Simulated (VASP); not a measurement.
# As (R-3m) in VASP: single point with PBE

Aim: the single point of As with PBE.

All numbers are computed with VASP 6.6.1; they aren't measurements. Logs are shortened: lines on timing, memory, paths and dates and some standing lists are left out, and cuts for length are marked.

## Step 1: The cell of the first run

The structure is trigonal, space group R-3m (No. 166). Conventional cell: a = 3.822 Å, b = 3.822 Å, c = 10.664 Å, α = 90.00°, β = 90.00°, γ = 120.00°. Within 3.4 Å of As (site symmetry 3m) lie 6 As at 2.55 to 3.17 Å.

## Step 2: Single point, PBE

File INCAR:

```
PREC = Accurate
ENCUT = 500
EDIFF = 1E-6
ISMEAR = 0
SIGMA = 0.05
LREAL = F
LASPH = T
NELM = 120
ALGO = Normal
ISIF = 2
LWAVE = F
LCHARG = T
GGA = PE
LELF = T
LVHAR = T
NBANDS = 12
GGA_COMPAT = F
```

File KPOINTS:

```
Automatic mesh
0
Gamma
  6 6 6
```

File POSCAR:

```
As
1.0
    1.9108042337      1.1032033387      3.5546188827
   -1.9108042337      1.1032033387      3.5546188827
    0.0000000000     -2.2064066774      3.5546188827
As
2
Direct
    0.2263586767      0.2263586767      0.2263586767
    0.7736413233      0.7736413233      0.7736413233
```

Potentials or basis: VASP PAW PBE potentials, release 64 (As).

Command:

```sh
$ cat potpaw_PBE.64/As/POTCAR > POTCAR
$ mpirun -np 1 vasp_std > vasp.out
```

OUTCAR:

```text
PREC = Accurate
   ENCUT = 500
   EDIFF = 1E-6
   ISMEAR = 0
   LREAL = F
   LASPH = T
   NELM = 120
   ISIF = 2
   GGA = PE

 ion  position               nearest neighbor table
   1  0.226  0.226  0.226-   2 2.55   2 2.55   2 2.55
   2  0.774  0.774  0.774-   1 2.55   1 2.55   1 2.55

  LATTYP: Found a trigonal (rhomboedric) cell.
 ALAT       =     4.1837239186
 COS(alpha) =     0.5828076373

  Lattice vectors:

 A1 = (   1.9108042337,   1.1032033387,   3.5546188827)
 A2 = (  -1.9108042337,   1.1032033387,   3.5546188827)
 A3 = (   0.0000000000,  -2.2064066774,   3.5546188827)

Analysis of symmetry for initial positions (statically):
=====================================================================
 Subroutine PRICEL returns:
 Original cell was already a primitive cell.

 Routine SETGRP: Setting up the symmetry group for a
 trigonal (rhombohedral) supercell.

 Subroutine GETGRP returns: Found 12 space group operations
 (whereof 12 operations were pure point group operations)
 out of a pool of 12 trial point group operations.

The static configuration has the point symmetry D_3d.

Analysis of symmetry for dynamics (positions and initial velocities):
=====================================================================
 Subroutine PRICEL returns:
 Original cell was already a primitive cell.

 Routine SETGRP: Setting up the symmetry group for a
 trigonal (rhombohedral) supercell.

 Subroutine GETGRP returns: Found 12 space group operations
 (whereof 12 operations were pure point group operations)
 out of a pool of 12 trial point group operations.

The dynamic configuration has the point symmetry D_3d.

 Subroutine INISYM returns: Found 12 space group operations
 (whereof 12 operations are pure point group operations),
 and found     1 'primitive' translations

----------------------------------------------------------------------------------------

                                     Primitive cell

  volume of cell :      44.9589

  direct lattice vectors                    reciprocal lattice vectors
     1.910804234  1.103203339  3.554618883     0.261669925  0.151075201  0.093774704
    -1.910804234  1.103203339  3.554618883    -0.261669925  0.151075201  0.093774704
     0.000000000 -2.206406677  3.554618883     0.000000000 -0.302150403  0.093774704

  length of vectors
     4.183723919  4.183723919  4.183723919     0.316367762  0.316367762  0.316367762

  position of ions in fractional coordinates (direct lattice)
     0.226358677  0.226358677  0.226358677
     0.773641323  0.773641323  0.773641323

  ion indices of the primitive-cell ions
   primitive index   ion index
                 1           1
                 2           2

----------------------------------------------------------------------------------------

 KPOINTS: Automatic mesh

Automatic generation of k-mesh.
 Grid dimensions read from file:
 generate k-points for:    6    6    6

 Generating k-lattice:

  Cartesian coordinates                     Fractional coordinates (reciprocal lattice)
     0.043611654  0.025179200  0.015629117     0.166666667 -0.000000000 -0.000000000
    -0.043611654  0.025179200  0.015629117    -0.000000000  0.166666667 -0.000000000
     0.000000000 -0.050358400  0.015629117    -0.000000000 -0.000000000  0.166666667

  Length of vectors
     0.052727960  0.052727960  0.052727960

  Shift w.r.t. Gamma in fractional coordinates (k-lattice)
     0.000000000  0.000000000  0.000000000

 Subroutine IBZKPT returns following result:
 ===========================================

 Found     32 irreducible k-points:

 Following reciprocal coordinates:
            Coordinates               Weight
  0.000000  0.000000  0.000000      1.000000
  0.166667  0.000000  0.000000      6.000000
  0.333333  0.000000  0.000000      6.000000
  0.500000  0.000000  0.000000      3.000000
  0.166667  0.166667  0.000000      6.000000
  0.333333  0.166667  0.000000     12.000000
[... 16 lines left out ...]
  0.500000  0.500000  0.166667      6.000000
 -0.333333  0.500000  0.166667     12.000000
 [... further k-points ...]
   k-points           NKPTS =     32   k-points in BZ     NKDIM =     32   number of bands    NBANDS=     12
   number of dos      NEDOS =    301   number of ions     NIONS =      2
   total plane-waves  NPLWV =  32768
   dimension x,y,z NGX =    32 NGY =   32 NGZ =   32
   dimension x,y,z NGXF=    64 NGYF=   64 NGZF=   64
   ions per type =               2
   NGX,Y,Z   is equivalent  to a cutoff of  12.72, 12.72, 12.72 a.u.
   NGXF,Y,Z  is equivalent  to a cutoff of  25.43, 25.43, 25.43 a.u.
 SYSTEM =  unknown system
   PREC   = accura    normal or accurate (medium, high low for compatibility)
   ISTART =      0    job   : 0-new  1-cont  2-samecut
   ICHARG =      2    charge: 1-file 2-atom 10-const
   ISPIN  =      1    spin polarized calculation?
   LNONCOLLINEAR =      F non collinear calculations
   LSORBIT =      F    spin-orbit coupling
   LASPH  =      T    aspherical Exc in radial PAW
   ENCUT  =  500.0 eV  36.75 Ry    6.06 a.u.   7.63  7.63  7.63*2*pi/ulx,y,z
   NELM   =    120;   NELMIN=  2; NELMDL= -5     # of ELM steps
   EDIFF  = 0.1E-05   stopping-criterion for ELM
   LREAL  =      F    real-space projection
   EDIFFG = 0.1E-04   stopping-criterion for IOM
   NSW    =      0    number of steps for IOM
   IBRION =     -1    ionic relax: 0-MD 1-quasi-New 2-CG
   NFREE  =      0    steps in history (QN), initial steepest desc. (CG)
   ISIF   =      2    stress and relaxation
   ISYM   =      2    0-nonsym 1-usesym 2-fastsym
   POTIM  = 0.5000    time-step for ionic-motion
   TEBEG  =    0.0;   TEEND  =   0.0 temperature during run
   PSTRESS=    0.0 pullay stress
   NELECT =      10.0000    total number of electrons
   NUPDOWN=      -1.0000    fix difference up-down
   EMIN   =  10.00;   EMAX   =-10.00  energy-range for DOS
   EFERMI =   0.00;   METHOD = LEGACY
   ISMEAR =     0;   SIGMA  =   0.05  broadening in eV -4-tet -1-fermi 0-gaus
   EFERMI_NEDOS =   21; number of points for ismear=-14 and -15
   IALGO  =     38    algorithm
   IMIX   =      4    mixing-type and parameters
     AMIX     =   0.40;   BMIX     =  1.00
     AMIX_MAG =   1.60;   BMIX_MAG =  1.00
  volume/ion in A,a.u.               =      22.48       151.70
  Fermi-wavevector in a.u.,A,eV,Ry     =   0.991904  1.874426 13.386402  0.983873
  Thomas-Fermi vector in A             =   2.123678
   LORBIT       =      0    0 simple, 1 ext, 2 COOP (PROOUT), +10 PAW based schemes
   GGA     = PE    functional components
   LHFCALC =     F    Hartree Fock is set to
   AEXX    =    0.0000 exact exchange contribution
   IVDW    =     0    specifies the selected vdW correction
   LEPSILON=     F    determine dielectric tensor
   LRPA    =     F    only Hartree local field effects (RPA)
 non-spin polarized calculation
 Gauss-broadening in eV      SIGMA  =   0.05
  energy-cutoff  :      500.00
  volume of cell :       44.96
 maximum number of plane-waves:      1152
 NGX is ok and might be reduce to    32
   NGX = 15   NGY = 15   NGZ = 15

 number of electron      10.0000000 magnetization

 Free energy of the ion-electron system (eV)
  ---------------------------------------------------
  ext. energy  EPLUGINS =         0.00000000
  ---------------------------------------------------
  free energy    TOTEN  =        -9.38025247 eV

  energy without entropy =       -9.37946888  energy(sigma->0) =       -9.37986068

 E-fermi :   4.9102     XC(G=0):  -9.7842

 val. band max:        4.6780226669   @ k =   0.5000   0.0000   0.0000
 cond. band min:       4.9101651663   @ k =   0.3333   0.1667   0.1667
 fundamental gap:      0.2321424994
 Fermi energy:         4.9101651662

 k-point     1 :       0.0000    0.0000    0.0000
  band No.  band energies     occupation
      1      -9.6785      2.00000
      2      -1.0206      2.00000
      3       2.6555      2.00000
      4       3.0391      2.00000
      5       3.0391      2.00000
      6       6.6171      0.00000
      7       7.8281      0.00000
      8       7.8281      0.00000
      9      11.8498      0.00000
     10      11.8498      0.00000
     11      12.2783      0.00000
     12      13.7044      0.00000

 k-point     2 :       0.1667    0.0000    0.0000
  band No.  band energies     occupation
      1      -9.3246      2.00000
      2      -2.0827      2.00000
      3       2.5259      2.00000
      4       2.8074      2.00000
      5       3.1857      2.00000
      6       6.7165      0.00000
      7       7.3562      0.00000
      8       7.5184      0.00000
      9      10.7215      0.00000
     10      11.4763      0.00000
     11      11.9238      0.00000
     12      15.4473      0.00000

 k-point     3 :       0.3333    0.0000    0.0000
  band No.  band energies     occupation
      1      -8.2964      2.00000
      2      -4.2331      2.00000
      3       2.2999      2.00000
      4       2.4345      2.00000
      5       3.8815      2.00000
      6       5.5454      0.00000
      7       6.2462      0.00000
      8       6.7482      0.00000
      9      11.8023      0.00000
     10      12.7814      0.00000
     11      13.8640      0.00000
     12      17.0023      0.00000

 k-point     4 :       0.5000    0.0000    0.0000
  band No.  band energies     occupation
      1      -7.0932      2.00000
      2      -5.9065      2.00000
      3       2.2795      2.00000
      4       2.3325      2.00000
      5       4.5863      2.00000
      6       4.6780      2.00000
      7       5.4466      0.00000
      8       6.3879      0.00000
      9      13.9278      0.00000
     10      14.0968      0.00000
     11      16.1508      0.00000
     12      16.3372      0.00000

 k-point     5 :       0.1667    0.1667    0.0000
  band No.  band energies     occupation
      1      -9.2519      2.00000
      2      -2.1588      2.00000
      3       1.8111      2.00000
      4       2.3782      2.00000
      5       3.9974      2.00000
      6       6.2251      0.00000
      7       7.2088      0.00000
      8       8.4808      0.00000
      9      10.7498      0.00000
     10      12.1887      0.00000
     11      12.7073      0.00000
     12      14.3792      0.00000
[... 228 lines left out ...]
      1      -6.8495      2.00000
      2      -5.4486      2.00000
      3       0.0594      2.00000
      4       0.1772      2.00000
      5       3.8293      2.00000
      6       6.0075      0.00000
      7       9.1255      0.00000
      8       9.3850      0.00000
      9      11.8126      0.00000
     10      12.5349      0.00000
     11      16.8607      0.00000
     12      17.3627      0.00000

 k-point    22 :      -0.1667    0.3333    0.1667
  band No.  band energies     occupation
      1      -7.4636      2.00000
      2      -4.7777      2.00000
      3       0.1573      2.00000
      4       1.3961      2.00000
      5       2.7492      2.00000
      6       6.5568      0.00000
      7       8.2064      0.00000
      8       8.6968      0.00000
      9      11.0115      0.00000
     10      14.6572      0.00000
     11      15.2282      0.00000
     12      16.7621      0.00000

 k-point    23 :       0.5000    0.5000    0.1667
  band No.  band energies     occupation
      1      -7.5843      2.00000
      2      -4.3264      2.00000
      3      -0.7467      2.00000
      4       1.3994      2.00000
      5       2.0447      2.00000
      6       7.2072      0.00000
      7       9.2032      0.00000
      8      10.7809      0.00000
      9      11.2565      0.00000
     10      15.6995      0.00000
     11      16.2703      0.00000
     12      16.6238      0.00000

 k-point    24 :      -0.3333    0.5000    0.1667
  band No.  band energies     occupation
      1      -6.8552      2.00000
      2      -5.0824      2.00000
      3      -0.7758      2.00000
      4       0.1719      2.00000
      5       2.8850      2.00000
      6       7.1764      0.00000
      7       8.8398      0.00000
      8      11.1777      0.00000
      9      11.4974      0.00000
     10      13.5234      0.00000
     11      16.5214      0.00000
     12      17.4911      0.00000

 [... further k-points ...]
[... 5 lines left out ...]
  --------------------------------------------------------------------------------------
  -------------------------------------------------------------------------------------
  Total        0.0782004      0.0782004      0.0562213      0.0000000      0.0000000     -0.0000000
  in kB        2.7867870      2.7867870      2.0035264      0.0000000      0.0000000     -0.0000000
  external PRESSURE =       2.5257001 kB  Pullay stress =       0.0000000 kB

 VOLUME and BASIS-vectors are now :
 -----------------------------------------------------------------------------
  energy-cutoff  :      500.00
  volume of cell :       44.96
      direct lattice vectors                 reciprocal lattice vectors
     1.910804234  1.103203339  3.554618883     0.261669925  0.151075201  0.093774704
    -1.910804234  1.103203339  3.554618883    -0.261669925  0.151075201  0.093774704
     0.000000000 -2.206406677  3.554618883     0.000000000 -0.302150403  0.093774704

 POSITION                                       TOTAL-FORCE (eV/Angst)
 -----------------------------------------------------------------------------------
      0.00000      0.00000      2.41386         0.000000      0.000000      0.047454
      0.00000      0.00000      8.25000         0.000000     -0.000000     -0.047454
 -----------------------------------------------------------------------------------
    total drift:                               -0.000000      0.000000     -0.000000

  FREE ENERGIE OF THE ION-ELECTRON SYSTEM (eV)
  ---------------------------------------------------
  free  energy   TOTEN  =        -9.3802524738 eV

  energy  without entropy=       -9.3794688771  energy(sigma->0) =       -9.37986068
```

Wall time 21 s (1 thread of Intel Xeon Platinum 8375C at 2.90GHz (Ice Lake), shared host); peak memory 0.17 GiB.

What came out:

```
Free energy            : -9.3803 eV
Pressure               : 0.3 GPa
Largest force          : 0.047 eV/Å
Band gap on the k mesh : zero (band 5 reaches 4.91 eV, above the bottom of band 6 at 4.68 eV)
```

Forces in eV/Å, atoms in the order of the input:
```
As   0.000  0.000  0.047
As   0.000  0.000 -0.047
```
